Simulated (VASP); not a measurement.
# CdH2O2 (P3m1) in VASP: single point with LDA

Aim: the single point of CdH2O2 with LDA.

All numbers are computed with VASP 6.6.1; they aren't measurements. Logs are shortened: lines on timing, memory, paths and dates and some standing lists are left out, and cuts for length are marked.

### 1 The cell of the first run

The structure is trigonal, space group P3m1 (No. 156). The conventional cell has a = 3.840 Å, b = 3.840 Å, c = 4.797 Å, α = 90.00°, β = 90.00°, γ = 120.00°. Within 2.9 Å of Cd (site symmetry 3m) lie 3 H at 2.22 Å and 6 O at 2.42 to 2.46 Å. H (site symmetry 3m) has 1 O at 1.06 Å within 1.4 Å. H (site symmetry 3m) has 1 O at 1.06 Å within 1.4 Å. O (site symmetry 3m) has 1 H at 1.06 Å within 1.4 Å. Within 1.4 Å of O (site symmetry 3m) lie 1 H at 1.06 Å.

### 2 Single point, LDA (strain +0.000 along x and y, +0.080 along z)

INCAR

```
SYSTEM = CdH2O2
ALGO     = Normal         ! electronic algorithm
EDIFF    = 1E-6           ! SCF threshold, eV
ENCUT    = 520            ! plane-wave cutoff, eV
ISIF     = 2              ! what is computed and relaxed
ISMEAR   = 0              ! smearing method
LASPH    = .TRUE.         ! aspherical terms in the spheres
LCHARG   = .FALSE.        ! write CHGCAR
LREAL    = .FALSE.        ! projectors in reciprocal space
LWAVE    = .FALSE.        ! write WAVECAR
NBANDS   = 21             ! bands
NELM     = 80             ! most SCF steps
PREC     = Accurate       ! precision mode
SIGMA    = 0.05           ! smearing width, eV
```

KPOINTS

```
k-points
0
G
  9 9 6
  0 0 0
```

POSCAR

```
CdH2O2
1.0
    3.8398216553      0.0000000000      0.0000000000
   -1.9199108277      3.3253830995      0.0000000000
    0.0000000000      0.0000000000      4.7967044400
Cd H O
1 2 2
Direct
    0.3333333333      0.6666666667      0.9873000000
    0.0000000000      0.0000000000      0.0080770000
    0.6666666667      0.3333333333      0.4318850000
    0.0000000000      0.0000000000      0.7861940000
    0.6666666667      0.3333333333      0.2118940000
```

Potentials or basis: VASP PAW LDA potentials, release 64 (Cd, H, O).

Launch:

```console
> cat potpaw_LDA.64/Cd/POTCAR potpaw_LDA.64/H/POTCAR potpaw_LDA.64/O/POTCAR > POTCAR
> mpirun -np 1 vasp_std > vasp.out
```

OUTCAR:

```text
SYSTEM = CdH2O2
   EDIFF = 1E-6
   ENCUT = 520
   ISIF = 2
   ISMEAR = 0
   LASPH = .TRUE.
   LREAL = .FALSE.
   NELM = 80
   PREC = Accurate

 ion  position               nearest neighbor table
   1  0.333  0.667  0.987-   2 2.22   2 2.22   2 2.22   4 2.42   4 2.42   4 2.42   5 2.46   5 2.46
                             5 2.46
   2  0.000  0.000  0.008-   4 1.06   1 2.22   1 2.22   1 2.22
   3  0.667  0.333  0.432-   5 1.06
   4  0.000  0.000  0.786-   2 1.06   1 2.42   1 2.42   1 2.42
   5  0.667  0.333  0.212-   3 1.06   1 2.46   1 2.46   1 2.46

  LATTYP: Found a hexagonal cell.
 ALAT       =     3.8398216553
 C/A-ratio  =     1.2491997990

  Lattice vectors:

 A1 = (   3.8398216553,   0.0000000000,   0.0000000000)
 A2 = (  -1.9199108277,   3.3253830995,   0.0000000000)
 A3 = (   0.0000000000,   0.0000000000,   4.7967044400)

Analysis of symmetry for initial positions (statically):
=====================================================================
 Subroutine PRICEL returns:
 Original cell was already a primitive cell.

 Routine SETGRP: Setting up the symmetry group for a
 hexagonal supercell.

 Subroutine GETGRP returns: Found  6 space group operations
 (whereof  6 operations were pure point group operations)
 out of a pool of 24 trial point group operations.

The static configuration has the point symmetry C_3v.

Analysis of symmetry for dynamics (positions and initial velocities):
=====================================================================
 Subroutine PRICEL returns:
 Original cell was already a primitive cell.

 Routine SETGRP: Setting up the symmetry group for a
 hexagonal supercell.

 Subroutine GETGRP returns: Found  6 space group operations
 (whereof  6 operations were pure point group operations)
 out of a pool of 24 trial point group operations.

The dynamic configuration has the point symmetry C_3v.

 Subroutine INISYM returns: Found  6 space group operations
 (whereof  6 operations are pure point group operations),
 and found     1 'primitive' translations

----------------------------------------------------------------------------------------

                                     Primitive cell

  volume of cell :      61.2485

  direct lattice vectors                    reciprocal lattice vectors
     3.839821655  0.000000000  0.000000000     0.260428762  0.150358616  0.000000000
    -1.919910828  3.325383100  0.000000000     0.000000000  0.300717232  0.000000000
     0.000000000  0.000000000  4.796704440     0.000000000  0.000000000  0.208476468

  length of vectors
     3.839821655  3.839821655  4.796704440     0.300717232  0.300717232  0.208476468

  position of ions in fractional coordinates (direct lattice)
     0.333333333  0.666666667  0.987300000
     0.000000000  0.000000000  0.008077000
     0.666666667  0.333333333  0.431885000
     0.000000000  0.000000000  0.786194000
     0.666666667  0.333333333  0.211894000

  ion indices of the primitive-cell ions
   primitive index   ion index
                 1           1
                 2           2
                 3           3
                 4           4
                 5           5

----------------------------------------------------------------------------------------

 KPOINTS: k-points

Automatic generation of k-mesh.
 Grid dimensions read from file:
 generate k-points for:    9    9    6

 Generating k-lattice:

  Cartesian coordinates                     Fractional coordinates (reciprocal lattice)
     0.028936529  0.016706513  0.000000000     0.111111111  0.000000000  0.000000000
     0.000000000  0.033413026  0.000000000     0.000000000  0.111111111  0.000000000
     0.000000000  0.000000000  0.034746078     0.000000000  0.000000000  0.166666667

  Length of vectors
     0.033413026  0.033413026  0.034746078

  Shift w.r.t. Gamma in fractional coordinates (k-lattice)
     0.000000000  0.000000000  0.000000000

 Subroutine IBZKPT returns following result:
 ===========================================

 Found     62 irreducible k-points:

 Following reciprocal coordinates:
            Coordinates               Weight
  0.000000  0.000000  0.000000      1.000000
  0.111111  0.000000  0.000000      6.000000
  0.222222 -0.000000  0.000000      6.000000
  0.333333  0.000000  0.000000      6.000000
  0.444444 -0.000000  0.000000      6.000000
  0.111111  0.111111  0.000000      6.000000
[... 16 lines left out ...]
  0.222222  0.111111  0.166667     12.000000
 -0.111111  0.333333  0.166667     12.000000
 [... further k-points ...]
   k-points           NKPTS =     62   k-points in BZ     NKDIM =     62   number of bands    NBANDS=     21
   number of dos      NEDOS =    301   number of ions     NIONS =      5
   total plane-waves  NPLWV =  32400
   dimension x,y,z NGX =    30 NGY =   30 NGZ =   36
   dimension x,y,z NGXF=    60 NGYF=   60 NGZF=   72
   ions per type =               1   2   2
   NGX,Y,Z   is equivalent  to a cutoff of  12.99, 12.99, 12.48 a.u.
   NGXF,Y,Z  is equivalent  to a cutoff of  25.98, 25.98, 24.95 a.u.
 SYSTEM =  CdH2O2
   PREC   = accura    normal or accurate (medium, high low for compatibility)
   ISTART =      0    job   : 0-new  1-cont  2-samecut
   ICHARG =      2    charge: 1-file 2-atom 10-const
   ISPIN  =      1    spin polarized calculation?
   LNONCOLLINEAR =      F non collinear calculations
   LSORBIT =      F    spin-orbit coupling
   LASPH  =      T    aspherical Exc in radial PAW
   ENCUT  =  520.0 eV  38.22 Ry    6.18 a.u.   7.14  7.14  8.92*2*pi/ulx,y,z
   NELM   =     80;   NELMIN=  2; NELMDL= -5     # of ELM steps
   EDIFF  = 0.1E-05   stopping-criterion for ELM
   LREAL  =      F    real-space projection
   EDIFFG = 0.1E-04   stopping-criterion for IOM
   NSW    =      0    number of steps for IOM
   IBRION =     -1    ionic relax: 0-MD 1-quasi-New 2-CG
   NFREE  =      0    steps in history (QN), initial steepest desc. (CG)
   ISIF   =      2    stress and relaxation
   ISYM   =      2    0-nonsym 1-usesym 2-fastsym
   POTIM  = 0.5000    time-step for ionic-motion
   TEBEG  =    0.0;   TEEND  =   0.0 temperature during run
   PSTRESS=    0.0 pullay stress
   NELECT =      26.0000    total number of electrons
   NUPDOWN=      -1.0000    fix difference up-down
   EMIN   =  10.00;   EMAX   =-10.00  energy-range for DOS
   EFERMI =   0.00;   METHOD = LEGACY
   ISMEAR =     0;   SIGMA  =   0.05  broadening in eV -4-tet -1-fermi 0-gaus
   EFERMI_NEDOS =   21; number of points for ismear=-14 and -15
   IALGO  =     38    algorithm
   IMIX   =      4    mixing-type and parameters
     AMIX     =   0.40;   BMIX     =  1.00
     AMIX_MAG =   1.60;   BMIX_MAG =  1.00
  volume/ion in A,a.u.               =      12.25        82.67
  Fermi-wavevector in a.u.,A,eV,Ry     =   1.230365  2.325053 20.596480  1.513799
  Thomas-Fermi vector in A             =   2.365217
   LORBIT       =      0    0 simple, 1 ext, 2 COOP (PROOUT), +10 PAW based schemes
   GGA     = CA    functional components
   LHFCALC =     F    Hartree Fock is set to
   AEXX    =    0.0000 exact exchange contribution
   IVDW    =     0    specifies the selected vdW correction
   LEPSILON=     F    determine dielectric tensor
   LRPA    =     F    only Hartree local field effects (RPA)
 non-spin polarized calculation
 Gauss-broadening in eV      SIGMA  =   0.05
  energy-cutoff  :      520.00
  volume of cell :       61.25
 maximum number of plane-waves:      1668
 NGX is ok and might be reduce to    30
   NGX = 15   NGY = 15   NGZ = 17

 number of electron      26.0000012 magnetization

 Free energy of the ion-electron system (eV)
  ---------------------------------------------------
  ext. energy  EPLUGINS =         0.00000000
  ---------------------------------------------------
  free energy    TOTEN  =       -23.67249139 eV

  energy without entropy =      -23.67249139  energy(sigma->0) =      -23.67249139

 E-fermi :  -1.3679     XC(G=0):  -9.4416

 val. band max:       -1.6347078268   @ k =   0.4444  -0.0000   0.0000
 cond. band min:      -0.6335861678   @ k =   0.0000   0.0000   0.0000
 fundamental gap:      1.0011216589
 Fermi energy:        -1.3679426853

 k-point     1 :       0.0000    0.0000    0.0000
  band No.  band energies     occupation
      1     -19.0342      2.00000
      2     -18.0611      2.00000
      3      -8.4643      2.00000
      4      -8.2960      2.00000
      5      -8.2960      2.00000
      6      -7.7559      2.00000
[... 13 lines left out ...]
     20      11.6247      0.00000
     21      13.9710      0.00000

 k-point     2 :       0.1111    0.0000    0.0000
  band No.  band energies     occupation
      1     -19.0006      2.00000
      2     -18.0794      2.00000
      3      -8.4343      2.00000
      4      -8.2541      2.00000
      5      -8.2435      2.00000
      6      -7.7704      2.00000
[... 13 lines left out ...]
     20      11.1550      0.00000
     21      14.0823      0.00000

 k-point     3 :       0.2222   -0.0000    0.0000
  band No.  band energies     occupation
      1     -18.9118      2.00000
      2     -18.1270      2.00000
      3      -8.3475      2.00000
      4      -8.1491      2.00000
      5      -8.1419      2.00000
      6      -7.7758      2.00000
[... 13 lines left out ...]
     20      11.4241      0.00000
     21      13.4412      0.00000

 k-point     4 :       0.3333    0.0000    0.0000
  band No.  band energies     occupation
      1     -18.8030      2.00000
      2     -18.1860      2.00000
      3      -8.2920      2.00000
      4      -8.0466      2.00000
      5      -8.0164      2.00000
      6      -7.7568      2.00000
[... 13 lines left out ...]
     20      10.8795      0.00000
     21      12.7927      0.00000

 k-point     5 :       0.4444   -0.0000    0.0000
  band No.  band energies     occupation
      1     -18.7247      2.00000
      2     -18.2302      2.00000
      3      -8.3066      2.00000
      4      -8.0059      2.00000
      5      -7.8649      2.00000
      6      -7.7088      2.00000
[... 13 lines left out ...]
     20      10.3980      0.00000
     21      12.4975      0.00000

 k-point     6 :       0.1111    0.1111    0.0000
  band No.  band energies     occupation
      1     -18.9393      2.00000
      2     -18.1121      2.00000
      3      -8.3700      2.00000
      4      -8.1814      2.00000
      5      -8.1721      2.00000
      6      -7.7789      2.00000
[... 13 lines left out ...]
     20      11.3545      0.00000
     21      13.1895      0.00000

 k-point     7 :       0.2222    0.1111    0.0000
  band No.  band energies     occupation
      1     -18.8408      2.00000
      2     -18.1644      2.00000
      3      -8.2703      2.00000
      4      -8.1246      2.00000
      5      -8.0480      2.00000
      6      -7.7754      2.00000
[... 13 lines left out ...]
     20      11.1976      0.00000
     21      12.3034      0.00000
[... 291 lines left out ...]
      1     -18.7182      2.00000
      2     -18.2340      2.00000
      3      -8.3201      2.00000
      4      -8.0088      2.00000
      5      -7.8636      2.00000
      6      -7.7097      2.00000
[... 13 lines left out ...]
     20      10.2255      0.00000
     21      12.4836      0.00000

 k-point    21 :       0.0000    0.4444    0.1667
  band No.  band energies     occupation
      1     -18.7208      2.00000
      2     -18.2308      2.00000
      3      -8.3478      2.00000
      4      -8.0112      2.00000
      5      -7.8460      2.00000
      6      -7.7108      2.00000
[... 13 lines left out ...]
     20      10.2260      0.00000
     21      12.4114      0.00000

 k-point    22 :       0.1111    0.1111    0.1667
  band No.  band energies     occupation
      1     -18.9200      2.00000
      2     -18.1328      2.00000
      3      -8.3541      2.00000
      4      -8.1837      2.00000
      5      -8.1674      2.00000
      6      -7.7808      2.00000
[... 13 lines left out ...]
     20      11.6479      0.00000
     21      12.9144      0.00000

 k-point    23 :       0.2222    0.1111    0.1667
  band No.  band energies     occupation
      1     -18.8260      2.00000
      2     -18.1788      2.00000
      3      -8.2242      2.00000
      4      -8.1682      2.00000
      5      -8.0524      2.00000
      6      -7.7754      2.00000
[... 13 lines left out ...]
     20      11.2880      0.00000
     21      12.3912      0.00000

 k-point    24 :      -0.1111    0.3333    0.1667
  band No.  band energies     occupation
      1     -18.8278      2.00000
      2     -18.1763      2.00000
      3      -8.3075      2.00000
      4      -8.1028      2.00000
      5      -8.0490      2.00000
      6      -7.7766      2.00000
[... 13 lines left out ...]
     20      11.2566      0.00000
     21      12.1412      0.00000

 [... further k-points ...]
[... 5 lines left out ...]
  --------------------------------------------------------------------------------------
  -------------------------------------------------------------------------------------
  Total       -3.5783355     -3.5783355     -7.5547150      0.0000000      0.0000000     -0.0000000
  in kB      -93.6043296    -93.6043296   -197.6209439      0.0000000      0.0000000     -0.0000000
  external PRESSURE =    -128.2765343 kB  Pullay stress =       0.0000000 kB

 VOLUME and BASIS-vectors are now :
 -----------------------------------------------------------------------------
  energy-cutoff  :      520.00
  volume of cell :       61.25
      direct lattice vectors                 reciprocal lattice vectors
     3.839821655  0.000000000  0.000000000     0.260428762  0.150358616  0.000000000
    -1.919910828  3.325383100  0.000000000     0.000000000  0.300717232  0.000000000
     0.000000000  0.000000000  4.796704440     0.000000000  0.000000000  0.208476468

 POSITION                                       TOTAL-FORCE (eV/Angst)
 -----------------------------------------------------------------------------------
     -0.00000      2.21692      4.73579        -0.000000     -0.000000      0.024550
      0.00000      0.00000      0.03874         0.000000     -0.000000     -2.082487
      1.91991      1.10846      2.07162         0.000000     -0.000000     -2.536339
      0.00000      0.00000      3.77114         0.000000     -0.000000      2.948694
      1.91991      1.10846      1.01639        -0.000000      0.000000      1.645583
 -----------------------------------------------------------------------------------
    total drift:                                0.000000      0.000000      0.000282

  FREE ENERGIE OF THE ION-ELECTRON SYSTEM (eV)
  ---------------------------------------------------
  free  energy   TOTEN  =       -23.6724913879 eV

  energy  without entropy=      -23.6724913879  energy(sigma->0) =      -23.67249139
```

It took 62 s on 1 thread of Intel Xeon Platinum 8259CL at 2.50GHz (Skylake/Cascade Lake), shared host; peak memory 0.2 GiB.

Results:

```yaml
Free_energy: -23.6725 eV
Pressure: -12.8 GPa
Largest_force: 2.949 eV/Å
Band_gap_on_the_k_mesh: 1.00 eV (least direct gap 1.38 eV)
```

Forces on the atoms (eV/Å):
```
Cd   0.000  0.000  0.025
H    0.000  0.000 -2.082
H    0.000  0.000 -2.536
O    0.000  0.000  2.949
O    0.000  0.000  1.646
```

Stress tensor (GPa, compression positive):
```
 -9.36   0.00   0.00
  0.00  -9.36   0.00
  0.00   0.00 -19.76
```

Caveat: the cell differs from its parent crystal (strain +0.000 along x and y, +0.080 along z); the cell stands under tension; an odd mesh through Γ misses points on the zone boundary, where band edges can lie; forces of over 1 eV/Å act on the atoms, so gaps and moduli don't describe the material at rest.
